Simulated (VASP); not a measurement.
SbPb: relaxation of cell and atoms with LDA

The system is SbPb.

```xyz
2
Lattice="0.0000 3.1612 3.1612 3.1612 0.0000 3.1612 3.1612 3.1612 0.0000" Properties=species:S:1:pos:R:3 pbc="T T T"
Sb    3.1612    3.1612    3.1612
Pb    0.0000    0.0000    0.0000
```

- Program: VASP 6.6.1
- Task: relaxation of cell and atoms
- Functional: LDA
- Potentials or basis: VASP PAW LDA potentials, release 64 (Sb, Pb_d)
- Cutoff: 600 eV
- k mesh: 12 × 12 × 12
- Occupations: gaussian, width 0.1 eV
- Spin: no spin polarisation
- Dipole correction: no
- Further INCAR settings: ALGO = Normal; EDIFF = 1e-06; IBRION = 2; EDIFFG = -0.005; NSW = 100; ISIF = 3

```json
{
 "Relaxed volume": "29.89 Å³/atom",
 "Relaxed cell": "a = 4.389 Å, b = 4.389 Å, c = 4.389 Å, α = 60.00°, β = 60.00°, γ = 60.00°",
 "Space group after relaxing (to 0.1 Å)": "Fm-3m (No. 225)",
 "Energy gained by relaxing": "14.9 meV/atom",
 "Ionic steps": "3",
 "Pressure after relaxing": "0.0 GPa",
 "Band gap on the k mesh": "zero (an odd number of electrons rules out a gap without spin polarisation)"
}
```

Step by step:
```
step  energy change (eV)  largest force (eV/Å)  pressure (GPa)  volume (Å³)
   1              0.0000                0.0000           -2.65        63.18
   2             -0.0251                0.0000            1.21        58.52
   3             -0.0298                0.0000            0.01        59.77
```

Final structure:
```
CELL_PARAMETERS angstrom
0.00000 3.10326 3.10326
3.10326 0.00000 3.10326
3.10326 3.10326 0.00000
ATOMIC_POSITIONS crystal
Sb 0.50000 0.50000 0.50000
Pb 0.00000 0.00000 0.00000
```

Levels at points of the mesh, in eV from the Fermi level:
| k point | band 7 | band 8 | band 9 | band 10 | band 11 | band 12 | band 13 |
| --- | --- | --- | --- | --- | --- | --- | --- |
| (0.00, 0.00, 0.00) | -3.82 | -0.73 | -0.73 | -0.73 | 4.66 | 4.66 | 4.66 |
| (0.50, 0.00, 0.00) | -9.08 | 0.07 | 0.07 | 0.98 | 1.16 | 1.16 | 1.23 |
| (0.50, 0.50, 0.00) | -6.69 | -4.93 | -2.75 | -2.75 | 3.00 | 6.83 | 6.83 |

Wall time 89 s on 1 thread of Intel(R) Xeon(R) Platinum 8259CL CPU @ 2.50GHz (Skylake/Cascade Lake), with other jobs on the host, peak memory 0.24 GiB.

Caveat: spin-orbit coupling is left out, which moves the levels of the heavy elements.
